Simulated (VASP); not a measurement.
Set up this calculation in VASP 6.6.1, as the native input.

```yaml
Task: relaxation of shape and atoms at fixed volume
Functional: PBE
Potentials_or_basis: VASP PAW PBE potentials, release 64 (Mo_sv)
Cutoff: 600 eV
k_mesh: 15 × 15 × 8
Occupations: fermi-dirac, width 0.08 eV
Spin: no spin polarisation
Dipole_correction: no
Further_INCAR_settings: ALGO = Normal; EDIFF = 1e-06; IBRION = 2; EDIFFG = -0.005; NSW = 50; ISIF = 4
```

The structure of Mo lies in POSCAR:

```
Mo
1.0
    2.4253472972      0.0000000000      0.0000000000
   -1.2126736486      2.1004123724      0.0000000000
    0.0000000000      0.0000000000      4.3017506160
Mo
2
Direct
    0.3333333333      0.6666666667      0.2500000000
    0.6666666667      0.3333333333      0.7500000000
```

This isn't the form of Mo at room conditions, which is bcc.

One way to write it, as run:

INCAR

```
PREC = Accurate ; ENCUT = 600
EDIFF = 1E-6 ; ISMEAR = -1
SIGMA = 0.08 ; LREAL = F
LASPH = T ; NELM = 100
ALGO = Normal ; ISIF = 4
LWAVE = F ; LCHARG = F
GGA = PE ; IBRION = 2
NSW = 50 ; EDIFFG = -0.005
```

KPOINTS

```
regular mesh
0
Gamma
  15 15 8
```

Potentials or basis: VASP PAW PBE potentials, release 64 (Mo_sv).

The run is started by

```sh
$ cat potpaw_PBE.64/Mo_sv/POTCAR > POTCAR
$ mpirun -np 1 vasp_std > vasp.out
```

It gave:

```yaml
Energy_gained_by_relaxing: 90.1 meV/atom
Ionic_steps: 8
Pressure_after_relaxing: 191.0 GPa
Band_gap_on_the_k_mesh: zero (bands 14 and 15 overlap by 3.68 eV)
```

Wall time 4.4 min on 1 thread of Intel Xeon 8259CL, with other jobs on the host, peak memory 0.18 GiB.
